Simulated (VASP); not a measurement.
Wanted: the native input for a VASP 6.6.1 run.

```yaml
Task: single point
Functional: revPBE
Potentials_or_basis: VASP PAW PBE potentials, release 64 (Fe_sv, O)
Cutoff: 700 eV
k_mesh: 11 × 11 × 11
Occupations: fermi-dirac, width 0.05 eV
Spin: collinear spin, ferromagnetic start
Starting_moments: "[3.0, 0.0] μB"
Dipole_correction: no
Further_INCAR_settings: ALGO = Normal; EDIFF = 1e-06; NBANDS = 22
```

The structure of FeO lies in POSCAR:

```
FeO
1.0
    0.0000000000      2.1554000000      2.1554000000
    2.1554000000      0.0000000000      2.1554000000
    2.1554000000      2.1554000000      0.0000000000
Fe O
1 1
Direct
    0.0000000000      0.0000000000      0.0000000000
    0.5000000000      0.5000000000      0.5000000000
```

One way to write it, as run:

INCAR

```
ALGO = Normal
EDIFF = 1E-6
ENCUT = 700
GGA = RE
GGA_COMPAT = F
ISIF = 2
ISMEAR = -1
ISPIN = 2
LASPH = T
LCHARG = F
LMAXMIX = 4
LORBIT = 11
LREAL = F
LWAVE = F
MAGMOM = 3 0
NBANDS = 22
NELM = 200
PREC = Accurate
SIGMA = 0.05
```

KPOINTS

```
k-points
0
Gamma
  11 11 11
```

Potentials or basis: VASP PAW PBE potentials, release 64 (Fe_sv, O).

Run with:

```bash
$ cat potpaw_PBE.64/Fe_sv/POTCAR potpaw_PBE.64/O/POTCAR > POTCAR
$ mpirun -np 1 vasp_std > vasp.out
```

It gave:

| Property | Result |
| --- | --- |
| Pressure | 2.7 GPa |
| Band gap on the k mesh | zero (filled and empty bands overlap) |
| Net moment | 4.00 μB per cell |
| Site moments | Fe +3.49; O +0.29 μB |
| Valence electrons inside the program's atomic spheres | Fe 13.62; O 5.00 |

Caveat: the PAW data sets were made with another functional, which shifts forces and pressure a little; a cell with one magnetic atom can't hold antiferromagnetic order, which such compounds often take; semilocal functionals often make such compounds metallic where correlation or magnetic order opens a gap, which also shifts bond lengths.

It took 2.1 min on 1 thread of Intel(R) Xeon(R) Platinum 8259CL CPU @ 2.50GHz (Skylake/Cascade Lake) (shared host), peak memory 0.2 GiB.
